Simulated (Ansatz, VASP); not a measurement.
## AgCl in VASP and in Ansatz

```
Ag Cl
1.0
     0.02773    2.78702    2.78702
     2.78702    0.02773    2.78702
     2.78702    2.78702    0.02773
Ag Cl
1 1
Direct
  0.50000 0.50000 0.50000
  0.00000 0.00000 0.00000
```

Change from the starting cell: equal xy, yz and zx shear strains of +1 %.

Alike in both runs: task single point; functional LDA; k mesh 8 × 8 × 8; occupations fermi-dirac, width 0.02 eV; no spin polarisation.

|  | VASP | Ansatz |
| --- | --- | --- |
| version | VASP 6.6.1 | Ansatz 0.2.0 |
| potentials or method | VASP PAW LDA potentials, release 64 (Ag, Cl), cutoff 520 eV | all-electron LAPW, scalar-relativistic |

|  | VASP | Ansatz | Ansatz less VASP |
| --- | --- | --- | --- |
| pressure (GPa) | -5.6 | -5.6 | +0.01 |
| traceless stress, the component that is largest in VASP (GPa) | -0.08 | -0.08 | 0.000 |

LDA's correlation is that of Perdew and Zunger in VASP and of Perdew and Wang (1992) in Ansatz. Ansatz ran all-electron here, and VASP with PAW potentials.
